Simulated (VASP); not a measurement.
# BaTe (P1) in VASP: further runs, part 2 of 2

VASP 6.6.1. Earlier steps stand in the parts before.

### 3 Single point, r2SCAN

POSCAR reads:

```
BaTe
1.0
    8.5249320000      0.0000000000      0.0000000000
    0.0000000000      8.5249320000      0.0000000000
    0.0000000000      0.0000000000      4.2624660000
Ba Te
4 4
Direct
   -0.0030814322     -0.0009631748     -0.0001933153
   -0.0010092749      0.5036772141     -0.0105300547
    0.5049288370      0.0029062988     -0.0003150758
    0.4955971496      0.4986072616      0.0001937845
    0.2603993791      0.2425872723      0.4979758196
    0.2482907782      0.7500800006      0.5001529631
    0.7513627088      0.2546183360      0.5029145101
    0.7437269881      0.7500425810      0.5043531139
```

INCAR.step1 reads:

```
ALGO = Normal ; EDIFF = 1E-5
ENCUT = 440 ; GGA = PE
GGA_COMPAT = False ; ISMEAR = 0
LASPH = True ; LCHARG = False
LREAL = False ; LWAVE = True
NBANDS = 42 ; NELM = 120
PREC = Accurate ; SIGMA = 0.01
```

INCAR.step2 reads:

```
ALGO = Normal ; EDIFF = 1E-6
ENCUT = 440 ; GGA_COMPAT = False
ISIF = 2 ; ISMEAR = 0
ISTART = 1 ; LASPH = True
LCHARG = False ; LMIXTAU = True
LREAL = False ; LWAVE = False
METAGGA = R2SCAN ; NBANDS = 42
NELM = 120 ; PREC = Accurate
SIGMA = 0.01
```

KPOINTS reads:

```
k-points
0
Gamma
  1 1 2
```

Potentials or basis: VASP PAW PBE potentials, release 64 (Ba_sv, Te).

The run is started by

```sh
$ cat potpaw_PBE.64/Ba_sv/POTCAR potpaw_PBE.64/Te/POTCAR > POTCAR
$ cp INCAR.step1 INCAR
$ mpirun -np 1 vasp_std > vasp.out
$ cp INCAR.step2 INCAR
$ mpirun -np 1 vasp_std > vasp.out
```

OUTCAR:

```text
EDIFF = 1E-6
   ENCUT = 440
   ISIF = 2
   ISMEAR = 0
   ISTART = 1
   LASPH = True
   LREAL = False
   METAGGA = R2SCAN
   NELM = 120
   PREC = Accurate

 ion  position               nearest neighbor table
   1  0.997  0.999  1.000-   7 3.69   8 3.69   6 3.69   6 3.69   7 3.71   8 3.71   5 3.72   5 3.73
                             3 4.19   2 4.22   2 4.30   3 4.33
   2  0.999  0.504  0.989-   7 3.64   6 3.64   8 3.66   6 3.70   7 3.71   8 3.74   5 3.78   5 3.82
                             1 4.22   4 4.23   4 4.29   1 4.30
   3  0.505  0.003  1.000-   5 3.61   5 3.62   8 3.64   8 3.66   7 3.67   7 3.69   6 3.74   6 3.74
                             1 4.19   4 4.23   4 4.30   1 4.33
   4  0.496  0.499  0.000-   5 3.64   5 3.66   8 3.68   7 3.68   6 3.69   6 3.69   7 3.70   8 3.70
                             3 4.23   2 4.23   2 4.29   3 4.30
   5  0.260  0.243  0.498-   3 3.61   3 3.62   4 3.64   4 3.66   1 3.72   1 3.73   2 3.78   2 3.82

   6  0.248  0.750  0.500-   2 3.64   4 3.69   4 3.69   1 3.69   1 3.69   2 3.70   3 3.74   3 3.74

   7  0.751  0.255  0.503-   2 3.64   3 3.67   4 3.68   1 3.69   3 3.69   4 3.70   1 3.71   2 3.71

   8  0.744  0.750  0.504-   3 3.64   3 3.66   2 3.66   4 3.68   1 3.69   4 3.70   1 3.71   2 3.74

  LATTYP: Found a simple tetragonal cell.
 ALAT       =     8.5249320000
 C/A-ratio  =     0.5000000000

  Lattice vectors:

 A1 = (   8.5249320000,   0.0000000000,   0.0000000000)
 A2 = (   0.0000000000,   8.5249320000,   0.0000000000)
 A3 = (   0.0000000000,   0.0000000000,   4.2624660000)

Analysis of symmetry for initial positions (statically):
=====================================================================
 Subroutine PRICEL returns:
 Original cell was already a primitive cell.

 Routine SETGRP: Setting up the symmetry group for a
 simple tetragonal supercell.

 Subroutine GETGRP returns: Found  1 space group operations
 (whereof  1 operations were pure point group operations)
 out of a pool of 16 trial point group operations.
[... 134 lines left out ...]
   LRPA    =     F    only Hartree local field effects (RPA)
 non-spin polarized calculation
 Gauss-broadening in eV      SIGMA  =   0.01
  energy-cutoff  :      440.00
  volume of cell :      309.77
 maximum number of plane-waves:      6519
 NGX is ok and might be reduce to    60
   NGX = 29   NGY = 29   NGZ = 15

 number of electron      64.0000004 magnetization

 Free energy of the ion-electron system (eV)
  ---------------------------------------------------
  ext. energy  EPLUGINS =         0.00000000
  ---------------------------------------------------
  free energy    TOTEN  =      -219.42216855 eV

  energy without entropy =     -219.42216855  energy(sigma->0) =     -219.42216855

 E-fermi :   3.9137     XC(G=0):  -9.1156

 val. band max:        3.8634451601   @ k =   0.0000   0.0000   0.5000
 cond. band min:       4.7706267132   @ k =   0.0000   0.0000   0.0000
 fundamental gap:      0.9071815531
 Fermi energy:         3.9136740787

 k-point     1 :       0.0000    0.0000    0.0000
  band No.  band energies     occupation
      1     -25.5332      2.00000
      2     -25.5072      2.00000
      3     -25.4214      2.00000
      4     -25.3784      2.00000
      5     -10.6248      2.00000
      6     -10.6177      2.00000
[... 34 lines left out ...]
     41       6.9406      0.00000
     42       8.5656      0.00000

 k-point     2 :       0.0000    0.0000    0.5000
  band No.  band energies     occupation
      1     -25.5079      2.00000
      2     -25.4832      2.00000
      3     -25.3964      2.00000
      4     -25.3541      2.00000
      5     -10.6234      2.00000
      6     -10.4575      2.00000
[... 34 lines left out ...]
     41       6.9456      0.00000
     42       8.8439      0.00000

------------------------ aborting loop because EDIFF is reached ----------------------------------------

  FORCE on cell =-STRESS in cart. coord.  units (eV):
  Direction    XX          YY          ZZ          XY          YZ          ZX
  --------------------------------------------------------------------------------------
  -------------------------------------------------------------------------------------
  Total        4.8876463      4.8587533      4.9249267     -0.0336859     -0.0040244      0.0017603
  in kB       25.2794475     25.1300095     25.4722661     -0.1742270     -0.0208147      0.0091047
  external PRESSURE =      25.2939077 kB  Pullay stress =       0.0000000 kB

 VOLUME and BASIS-vectors are now :
 -----------------------------------------------------------------------------
  energy-cutoff  :      440.00
  volume of cell :      309.77
      direct lattice vectors                 reciprocal lattice vectors
     8.524932000  0.000000000  0.000000000     0.117302988  0.000000000  0.000000000
     0.000000000  8.524932000  0.000000000     0.000000000  0.117302988  0.000000000
     0.000000000  0.000000000  4.262466000     0.000000000  0.000000000  0.234605977

 POSITION                                       TOTAL-FORCE (eV/Angst)
 -----------------------------------------------------------------------------------
      8.49866      8.51672      4.26164         0.064314      0.049524     -0.017858
      8.51633      4.29381      4.21758        -0.031777      0.029409     -0.070888
      4.30448      0.02478      4.26112        -0.119387      0.018088     -0.053749
      4.22493      4.25059      0.00083        -0.057955      0.048471     -0.018458
      2.21989      2.06804      2.12260        -0.083521      0.001820      0.022455
      2.11666      6.39438      2.13189        -0.155709     -0.114019      0.046077
      6.40532      2.17060      2.14366         0.215103     -0.009953      0.055190
      6.34022      6.39406      2.14979         0.168932     -0.023340      0.037230
 -----------------------------------------------------------------------------------
    total drift:                               -0.004616      0.003353      0.003182

  FREE ENERGIE OF THE ION-ELECTRON SYSTEM (eV)
  ---------------------------------------------------
  free  energy   TOTEN  =      -219.4221685496 eV

  energy  without entropy=     -219.4221685496  energy(sigma->0) =     -219.42216855
```

OSZICAR.step1:

```text
N       E                     dE             d eps       ncg     rms          rms(c)
DAV:   1     0.404217242046E+03    0.40422E+03   -0.24063E+04   168   0.114E+03
DAV:   2    -0.103475309579E+01   -0.40525E+03   -0.39315E+03   236   0.218E+02
DAV:   3    -0.296846393388E+02   -0.28650E+02   -0.28351E+02   208   0.636E+01
DAV:   4    -0.305065843473E+02   -0.82195E+00   -0.82006E+00   240   0.102E+01
DAV:   5    -0.305207360955E+02   -0.14152E-01   -0.14150E-01   196   0.131E+00    0.742E+00
DAV:   6    -0.296341516337E+02    0.88658E+00   -0.20355E+00   192   0.345E+00    0.519E+00
DAV:   7    -0.295723367029E+02    0.61815E-01   -0.14350E+00   216   0.334E+00    0.193E+00
DAV:   8    -0.295976541672E+02   -0.25317E-01   -0.95997E-02   184   0.105E+00    0.317E-01
DAV:   9    -0.296014447373E+02   -0.37906E-02   -0.77570E-03   192   0.330E-01    0.175E-01
DAV:  10    -0.296028779480E+02   -0.14332E-02   -0.12178E-03   176   0.144E-01    0.726E-02
DAV:  11    -0.296033468811E+02   -0.46893E-03   -0.60276E-04   176   0.107E-01    0.256E-02
DAV:  12    -0.296033499305E+02   -0.30494E-05   -0.19376E-05   160   0.165E-02
   1 F= -.29603350E+02 E0= -.29603350E+02  d E =-.334948E-56
```

It took 78 s on 1 thread of AMD EPYC 9R45 (Zen 5), shared host; peak memory 0.31 GiB.

Results:

```
Free energy            : -219.4222 eV
Pressure               : 2.5 GPa
Largest force          : 0.222 eV/Å
Band gap on the k mesh : 0.91 eV
```

Forces on the atoms (eV/Å):
```
Ba   0.064  0.050 -0.018
Ba  -0.032  0.029 -0.071
Ba  -0.119  0.018 -0.054
Ba  -0.058  0.048 -0.018
Te  -0.084  0.002  0.022
Te  -0.156 -0.114  0.046
Te   0.215 -0.010  0.055
Te   0.169 -0.023  0.037
```

Levels at points of the mesh, in eV from the valence-band top:
```csv
k point,band 30,band 31,band 32,band 33,band 34,band 35
"(0.00, 0.00, 0.00)",-0.40,-0.39,0.00,0.91,0.91,1.16
"(0.00, 0.00, 0.50)",-0.91,0.00,0.00,1.15,1.16,1.68
```

Caveat: the k points lie up to 0.74 Å⁻¹ apart; the PAW data sets were made with another functional, which shifts forces and pressure a little; spin-orbit coupling is left out, which moves the levels of the heavy elements; an odd mesh through Γ misses points on the zone boundary, where band edges can lie.
